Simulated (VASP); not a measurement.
# Y in VASP: notebook

The runs below take Y through single point, relaxation of cell and atoms, with PBE.

Program: VASP 6.6.1. These are calculated values, not measurements. Logs are shortened: lines on timing, memory, paths and dates and some standing lists are left out, and cuts for length are marked.

### Step 1. The cell of the first run

The typed cell holds 2 atoms: a = 6.189 Å, b = 6.189 Å, c = 6.189 Å, α = 33.62°, β = 33.62°, γ = 33.62°.

This isn't the form of Y at room conditions, which is hcp.

### Step 2. Single point, PBE

Contents of INCAR:

```
SYSTEM = Y
ALGO = Normal
EDIFF = 1E-6
ENCUT = 500
GGA = PE
GGA_COMPAT = .FALSE.
ISIF = 2
ISMEAR = 0
LASPH = .TRUE.
LCHARG = .TRUE.
LELF = .TRUE.
LREAL = .FALSE.
LVHAR = .TRUE.
LWAVE = .FALSE.
NBANDS = 18
NELM = 120
PREC = Accurate
SIGMA = 0.1
```

Contents of KPOINTS:

```
k-points
0
G
  6 6 6
  0 0 0
```

Contents of POSCAR:

```
Y
1.0
    1.7897976574      1.0333401593      5.8338138819
   -1.7897976574      1.0333401593      5.8338138819
    0.0000000000     -2.0666803185      5.8338138819
Y
2
Direct
    0.2500027920      0.2500027920      0.2500027920
    0.7499972080      0.7499972080      0.7499972080
```

Potentials or basis: VASP PAW PBE potentials, release 64 (Y_sv).

Command:

```
> cat potpaw_PBE.64/Y_sv/POTCAR > POTCAR
> mpirun -np 1 vasp_std > vasp.out
```

OUTCAR:

```text
SYSTEM = Y
   EDIFF = 1E-6
   ENCUT = 500
   GGA = PE
   ISIF = 2
   ISMEAR = 0
   LASPH = .TRUE.
   LREAL = .FALSE.
   NELM = 120
   PREC = Accurate

 ion  position               nearest neighbor table
   1  0.250  0.250  0.250-   2 3.57   2 3.57   2 3.57   2 3.57   2 3.57   2 3.57
   2  0.750  0.750  0.750-   1 3.57   1 3.57   1 3.57   1 3.57   1 3.57   1 3.57

  LATTYP: Found a trigonal (rhomboedric) cell.
 ALAT       =     6.1890671307
 COS(alpha) =     0.8327417766

  Lattice vectors:

 A1 = (   1.7897976574,   1.0333401593,   5.8338138819)
 A2 = (  -1.7897976574,   1.0333401593,   5.8338138819)
 A3 = (   0.0000000000,  -2.0666803185,   5.8338138819)

Analysis of symmetry for initial positions (statically):
=====================================================================
 Subroutine PRICEL returns:
 Original cell was already a primitive cell.

 Routine SETGRP: Setting up the symmetry group for a
 trigonal (rhombohedral) supercell.

 Subroutine GETGRP returns: Found 12 space group operations
 (whereof 12 operations were pure point group operations)
 out of a pool of 12 trial point group operations.

The static configuration has the point symmetry D_3d.

Analysis of symmetry for dynamics (positions and initial velocities):
=====================================================================
 Subroutine PRICEL returns:
 Original cell was already a primitive cell.

 Routine SETGRP: Setting up the symmetry group for a
 trigonal (rhombohedral) supercell.

 Subroutine GETGRP returns: Found 12 space group operations
 (whereof 12 operations were pure point group operations)
 out of a pool of 12 trial point group operations.

The dynamic configuration has the point symmetry D_3d.

 Subroutine INISYM returns: Found 12 space group operations
 (whereof 12 operations are pure point group operations),
 and found     1 'primitive' translations

----------------------------------------------------------------------------------------

                                     Primitive cell

  volume of cell :      64.7368

  direct lattice vectors                    reciprocal lattice vectors
     1.789797657  1.033340159  5.833813882     0.279361188  0.161289257  0.057138150
    -1.789797657  1.033340159  5.833813882    -0.279361188  0.161289257  0.057138150
     0.000000000 -2.066680319  5.833813882     0.000000000 -0.322578514  0.057138150

  length of vectors
     6.189067131  6.189067131  6.189067131     0.327599857  0.327599857  0.327599857

  position of ions in fractional coordinates (direct lattice)
     0.250002792  0.250002792  0.250002792
     0.749997208  0.749997208  0.749997208

  ion indices of the primitive-cell ions
   primitive index   ion index
                 1           1
                 2           2

----------------------------------------------------------------------------------------

 KPOINTS: k-points

Automatic generation of k-mesh.
 Grid dimensions read from file:
 generate k-points for:    6    6    6

 Generating k-lattice:

  Cartesian coordinates                     Fractional coordinates (reciprocal lattice)
     0.046560198  0.026881543  0.009523025     0.166666667  0.000000000 -0.000000000
    -0.046560198  0.026881543  0.009523025     0.000000000  0.166666667 -0.000000000
     0.000000000 -0.053763086  0.009523025    -0.000000000 -0.000000000  0.166666667

  Length of vectors
     0.054599976  0.054599976  0.054599976

  Shift w.r.t. Gamma in fractional coordinates (k-lattice)
     0.000000000  0.000000000  0.000000000

 Subroutine IBZKPT returns following result:
 ===========================================

 Found     32 irreducible k-points:

 Following reciprocal coordinates:
            Coordinates               Weight
  0.000000  0.000000  0.000000      1.000000
  0.166667  0.000000  0.000000      6.000000
  0.333333  0.000000  0.000000      6.000000
  0.500000 -0.000000 -0.000000      3.000000
  0.166667  0.166667 -0.000000      6.000000
  0.333333  0.166667  0.000000     12.000000
[... 16 lines left out ...]
  0.500000  0.500000  0.166667      6.000000
 -0.333333  0.500000  0.166667     12.000000
 [... further k-points ...]
   k-points           NKPTS =     32   k-points in BZ     NKDIM =     32   number of bands    NBANDS=     18
   number of dos      NEDOS =    301   number of ions     NIONS =      2
   total plane-waves  NPLWV = 110592
   dimension x,y,z NGX =    48 NGY =   48 NGZ =   48
   dimension x,y,z NGXF=    96 NGYF=   96 NGZF=   96
   ions per type =               2
   NGX,Y,Z   is equivalent  to a cutoff of  12.89, 12.89, 12.89 a.u.
   NGXF,Y,Z  is equivalent  to a cutoff of  25.79, 25.79, 25.79 a.u.
 SYSTEM =  Y
   PREC   = accura    normal or accurate (medium, high low for compatibility)
   ISTART =      0    job   : 0-new  1-cont  2-samecut
   ICHARG =      2    charge: 1-file 2-atom 10-const
   ISPIN  =      1    spin polarized calculation?
   LNONCOLLINEAR =      F non collinear calculations
   LSORBIT =      F    spin-orbit coupling
   LASPH  =      T    aspherical Exc in radial PAW
   ENCUT  =  500.0 eV  36.75 Ry    6.06 a.u.  11.28 11.28 11.28*2*pi/ulx,y,z
   NELM   =    120;   NELMIN=  2; NELMDL= -5     # of ELM steps
   EDIFF  = 0.1E-05   stopping-criterion for ELM
   LREAL  =      F    real-space projection
   EDIFFG = 0.1E-04   stopping-criterion for IOM
   NSW    =      0    number of steps for IOM
   IBRION =     -1    ionic relax: 0-MD 1-quasi-New 2-CG
   NFREE  =      0    steps in history (QN), initial steepest desc. (CG)
   ISIF   =      2    stress and relaxation
   ISYM   =      2    0-nonsym 1-usesym 2-fastsym
   POTIM  = 0.5000    time-step for ionic-motion
   TEBEG  =    0.0;   TEEND  =   0.0 temperature during run
   PSTRESS=    0.0 pullay stress
   NELECT =      22.0000    total number of electrons
   NUPDOWN=      -1.0000    fix difference up-down
   EMIN   =  10.00;   EMAX   =-10.00  energy-range for DOS
   EFERMI =   0.00;   METHOD = LEGACY
   ISMEAR =     0;   SIGMA  =   0.10  broadening in eV -4-tet -1-fermi 0-gaus
   EFERMI_NEDOS =   21; number of points for ismear=-14 and -15
   IALGO  =     38    algorithm
   IMIX   =      4    mixing-type and parameters
     AMIX     =   0.40;   BMIX     =  1.00
     AMIX_MAG =   1.60;   BMIX_MAG =  1.00
  volume/ion in A,a.u.               =      32.37       218.43
  Fermi-wavevector in a.u.,A,eV,Ry     =   1.142436  2.158892 17.757793  1.305161
  Thomas-Fermi vector in A             =   2.279134
   LORBIT       =      0    0 simple, 1 ext, 2 COOP (PROOUT), +10 PAW based schemes
   GGA     = PE    functional components
   LHFCALC =     F    Hartree Fock is set to
   AEXX    =    0.0000 exact exchange contribution
   IVDW    =     0    specifies the selected vdW correction
   LEPSILON=     F    determine dielectric tensor
   LRPA    =     F    only Hartree local field effects (RPA)
 non-spin polarized calculation
 Gauss-broadening in eV      SIGMA  =   0.10
  energy-cutoff  :      500.00
  volume of cell :       64.74
 maximum number of plane-waves:      1701
 NGX is ok and might be reduce to    48

 number of electron      22.0000000 magnetization

 Free energy of the ion-electron system (eV)
  ---------------------------------------------------
  ext. energy  EPLUGINS =         0.00000000
  ---------------------------------------------------
  free energy    TOTEN  =       -12.82773622 eV

  energy without entropy =      -12.80934741  energy(sigma->0) =      -12.81854182

 E-fermi :   3.1308     XC(G=0):  -9.4793

 val. band max:        3.1240322942   @ k =   0.5000   0.1667   0.1667
 cond. band min:       3.1404520418   @ k =  -0.3333   0.5000   0.3333
 fundamental gap:      0.0164197476
 Fermi energy:         3.1308189878

 k-point     1 :       0.0000    0.0000    0.0000
  band No.  band energies     occupation
      1     -39.5359      2.00000
      2     -39.4686      2.00000
      3     -19.8094      2.00000
      4     -19.3066      2.00000
      5     -19.3066      2.00000
      6     -19.2302      2.00000
[... 10 lines left out ...]
     17       6.9410      0.00000
     18       6.9410      0.00000

 k-point     2 :       0.1667    0.0000    0.0000
  band No.  band energies     occupation
      1     -39.5205      2.00000
      2     -39.4622      2.00000
      3     -19.7556      2.00000
      4     -19.4116      2.00000
      5     -19.3507      2.00000
      6     -19.3274      2.00000
[... 10 lines left out ...]
     17       6.3026      0.00000
     18       7.0647      0.00000

 k-point     3 :       0.3333    0.0000    0.0000
  band No.  band energies     occupation
      1     -39.4862      2.00000
      2     -39.4526      2.00000
      3     -19.6203      2.00000
      4     -19.6133      2.00000
      5     -19.5846      2.00000
      6     -19.3647      2.00000
[... 10 lines left out ...]
     17       6.7334      0.00000
     18       7.6762      0.00000

 k-point     4 :       0.5000   -0.0000   -0.0000
  band No.  band energies     occupation
      1     -39.4584      2.00000
      2     -39.4584      2.00000
      3     -19.7050      2.00000
      4     -19.7050      2.00000
      5     -19.4599      2.00000
      6     -19.4599      2.00000
[... 375 lines left out ...]
      4     -19.6882      2.00000
      5     -19.5212      2.00000
      6     -19.4417      2.00000
[... 10 lines left out ...]
     17       7.2264      0.00000
     18       8.8274      0.00000

 k-point    23 :       0.5000    0.5000    0.1667
  band No.  band energies     occupation
      1     -39.4790      2.00000
      2     -39.4599      2.00000
      3     -19.7002      2.00000
      4     -19.6965      2.00000
      5     -19.4168      2.00000
      6     -19.4021      2.00000
[... 10 lines left out ...]
     17       7.2972      0.00000
     18       7.7316      0.00000

 k-point    24 :      -0.3333    0.5000    0.1667
  band No.  band energies     occupation
      1     -39.4639      2.00000
      2     -39.4529      2.00000
      3     -19.7475      2.00000
      4     -19.7133      2.00000
      5     -19.4734      2.00000
      6     -19.4032      2.00000
[... 10 lines left out ...]
     17       8.4605      0.00000
     18       8.5125      0.00000

 [... further k-points ...]

------------------------ aborting loop because EDIFF is reached ----------------------------------------

  FORCE on cell =-STRESS in cart. coord.  units (eV):
  Direction    XX          YY          ZZ          XY          YZ          ZX
  --------------------------------------------------------------------------------------
  -------------------------------------------------------------------------------------
  Total       -0.0459359     -0.0459359     -0.0133890      0.0000000     -0.0000000      0.0000000
  in kB       -1.1368725     -1.1368725     -0.3313652      0.0000000     -0.0000000      0.0000000
  external PRESSURE =      -0.8683700 kB  Pullay stress =       0.0000000 kB

 VOLUME and BASIS-vectors are now :
 -----------------------------------------------------------------------------
  energy-cutoff  :      500.00
  volume of cell :       64.74
      direct lattice vectors                 reciprocal lattice vectors
     1.789797657  1.033340159  5.833813882     0.279361188  0.161289257  0.057138150
    -1.789797657  1.033340159  5.833813882    -0.279361188  0.161289257  0.057138150
     0.000000000 -2.066680319  5.833813882     0.000000000 -0.322578514  0.057138150

 POSITION                                       TOTAL-FORCE (eV/Angst)
 -----------------------------------------------------------------------------------
      0.00000      0.00000      4.37541         0.000000     -0.000000     -0.000247
      0.00000      0.00000     13.12603         0.000000      0.000000      0.000247
 -----------------------------------------------------------------------------------
    total drift:                               -0.000000      0.000000     -0.000000

  FREE ENERGIE OF THE ION-ELECTRON SYSTEM (eV)
  ---------------------------------------------------
  free  energy   TOTEN  =       -12.8277362159 eV

  energy  without entropy=      -12.8093474150  energy(sigma->0) =      -12.81854182
```

Wall time 1.8 min (1 thread of Intel Xeon 8259CL, shared host); peak memory 0.34 GiB.

What came out:

| Property | Result |
| --- | --- |
| Free energy | -12.8277 eV |
| Pressure | -0.1 GPa |
| Band gap on the k mesh | zero (bands 11 and 12 overlap by 1.21 eV) |

Stress tensor (GPa, compression positive):
```
-0.11  0.00  0.00
 0.00 -0.11  0.00
 0.00  0.00 -0.03
```

### Step 3. Single point, PBE

This run uses another cell than the first one: it holds 1 atom, not 2.

Contents of INCAR:

```
SYSTEM = Y
PREC = Accurate
ENCUT = 500
EDIFF = 1E-6
ISMEAR = 0
SIGMA = 0.1
LREAL = .False.
LASPH = .True.
NELM = 120
ALGO = Normal
ISIF = 2
LWAVE = .False.
LCHARG = .False.
GGA = PE
NBANDS = 12
GGA_COMPAT = .False.
```

Contents of KPOINTS:

```
regular mesh
0
Gamma
  14 14 14
  0 0 0
```

Contents of POSCAR:

```
Y
1.0
    0.0000000000      2.5314585213      2.5314585213
    2.5314585213      0.0000000000      2.5314585213
    2.5314585213      2.5314585213      0.0000000000
Y
1
Direct
    0.5000000000      0.5000000000      0.5000000000
```

Potentials or basis: VASP PAW PBE potentials, release 64 (Y_sv).

Command:

```
> cat potpaw_PBE.64/Y_sv/POTCAR > POTCAR
> mpirun -np 1 vasp_std > vasp.out
```

OUTCAR:

```text
SYSTEM = Y
   PREC = Accurate
   ENCUT = 500
   EDIFF = 1E-6
   ISMEAR = 0
   LREAL = .False.
   LASPH = .True.
   NELM = 120
   ISIF = 2
   GGA = PE

 ion  position               nearest neighbor table
   1  0.500  0.500  0.500-

  LATTYP: Found a face centered cubic cell.
 ALAT       =     5.0629170426

  Lattice vectors:
[... 537 lines left out ...]
      6       3.5638      0.00000
      7       4.9088      0.00000
      8       5.5392      0.00000
      9       6.3243      0.00000
     10       7.5143      0.00000
     11      13.1974      0.00000
     12      14.9921      0.00000

 [... further k-points ...]

------------------------ aborting loop because EDIFF is reached ----------------------------------------

  FORCE on cell =-STRESS in cart. coord.  units (eV):
  Direction    XX          YY          ZZ          XY          YZ          ZX
  --------------------------------------------------------------------------------------
  -------------------------------------------------------------------------------------
  Total       -0.0271683     -0.0271683     -0.0271683     -0.0000000      0.0000000     -0.0000000
  in kB       -1.3416242     -1.3416242     -1.3416242     -0.0000000      0.0000000     -0.0000000
  external PRESSURE =      -1.3416242 kB  Pullay stress =       0.0000000 kB

 VOLUME and BASIS-vectors are now :
 -----------------------------------------------------------------------------
  energy-cutoff  :      500.00
  volume of cell :       32.44
      direct lattice vectors                 reciprocal lattice vectors
     0.000000000  2.531458521  2.531458521    -0.197514593  0.197514593  0.197514593
     2.531458521  0.000000000  2.531458521     0.197514593 -0.197514593  0.197514593
     2.531458521  2.531458521  0.000000000     0.197514593  0.197514593 -0.197514593

 POSITION                                       TOTAL-FORCE (eV/Angst)
 -----------------------------------------------------------------------------------
      2.53146      2.53146      2.53146         0.000000      0.000000      0.000000
 -----------------------------------------------------------------------------------
    total drift:                                0.000000      0.000000      0.000000

  FREE ENERGIE OF THE ION-ELECTRON SYSTEM (eV)
  ---------------------------------------------------
  free  energy   TOTEN  =        -6.4110561818 eV

  energy  without entropy=       -6.4024473371  energy(sigma->0) =       -6.40675176
```

stdout:

```text
POSCAR found type information on POSCAR Y
 POSCAR found :  1 types and       1 ions
 scaLAPACK will be used
 LDA part: xc-table for (Slater+PW92), standard interpolation
 POSCAR, INCAR and KPOINTS ok, starting setup
 FFT: planning ... GRIDC
 FFT: planning ... GRID_SOFT
 FFT: planning ... GRID
 WAVECAR not read
 entering main loop
```

It took 40 s on 1 thread of Intel Xeon 8259CL, shared host; peak memory 0.2 GiB.

Results:

```
Free energy            : -6.4111 eV
Pressure               : -0.1 GPa
Band gap on the k mesh : zero (an odd number of electrons rules out a gap without spin polarisation)
```

Levels at points of the mesh, in eV from the Fermi level:
```csv
k point,band 2,band 3,band 4,band 5,band 6,band 7,band 8,band 9
"(0.00, 0.00, 0.00)",-22.38,-22.38,-22.38,-4.77,1.78,1.78,1.78,3.79
"(0.50, 0.00, 0.00)",-22.95,-22.46,-22.46,-1.99,0.61,1.61,1.61,5.25
"(0.50, 0.50, 0.00)",-22.92,-22.58,-22.58,-1.76,-0.89,2.08,5.26,5.66
```

### Step 4. Relaxation of cell and atoms, PBE

This run uses another cell than the first one: it holds 1 atom, not 2.

Contents of INCAR:

```
PREC = Accurate
ENCUT = 500
EDIFF = 1E-7
ISMEAR = 0
SIGMA = 0.1
LREAL = False
LASPH = True
NELM = 120
ALGO = Normal
ISIF = 3
LWAVE = False
LCHARG = False
GGA = PE
IBRION = 2
NSW = 100
EDIFFG = -0.01
GGA_COMPAT = False
NELMIN = 4
```

Contents of KPOINTS:

```
regular mesh
0
Gamma
  14 14 14
```

Contents of POSCAR:

```
Y
1.0
    0.0000000000      2.5294770338      2.5294770338
    2.5294770338      0.0000000000      2.5294770338
    2.5294770338      2.5294770338      0.0000000000
Y
1
Direct
    0.5000000000      0.5000000000      0.5000000000
```

Command:

```
> cat potpaw_PBE.64/Y_sv/POTCAR > POTCAR
> mpirun -np 1 vasp_std > vasp.out
```

Wall time 61 s (1 thread of Intel Xeon 8259CL, shared host); peak memory 0.2 GiB.

Results (log left out):

- Free energy: -6.4111 eV
- Pressure after relaxing: 0.0 GPa
- Band gap on the k mesh: zero (an odd number of electrons rules out a gap without spin polarisation)

Final structure:
```yaml
crystal:
  lattice:
    - [0.00000, 2.52948, 2.52948]
    - [2.52948, 0.00000, 2.52948]
    - [2.52948, 2.52948, 0.00000]
  atoms:
    - { symbol: Y, position: [0.50000, 0.50000, 0.50000] }
```

Levels at points of the mesh, in eV from the Fermi level:
```
           k point  band 3  band 4  band 5  band 6  band 7  band 8
(0.00, 0.00, 0.00)  -22.37  -22.37   -4.78    1.78    1.78    1.78
(0.50, 0.00, 0.00)  -22.45  -22.45   -1.99    0.62    1.61    1.61
(0.50, 0.50, 0.00)  -22.58  -22.58   -1.77   -0.89    2.09    5.27
```

### Step 5. The runs side by side

```csv
task,cell,k mesh,gap on the mesh (eV),pressure (GPa)
single point,"a = 6.189 Å, angles 33.6°, 2 atoms, atomic positions A",6 × 6 × 6,none,-0.1
single point,"a = 3.580 Å, angles 60.0°, 1 atom, atomic positions B",14 × 14 × 14,none,-0.1
relaxation of cell and atoms,"relaxed from a = 3.577 Å, angles 60.0°, 1 atom, atomic positions B",14 × 14 × 14,none,0.0
```

Alike in all rows: level PBE; potentials or basis VASP PAW PBE potentials, release 64 (Y_sv); no spin polarisation; cutoff (eV) 500; smearing gaussian 0.1 eV.

Absolute energies hang on the potentials; compare differences alone.
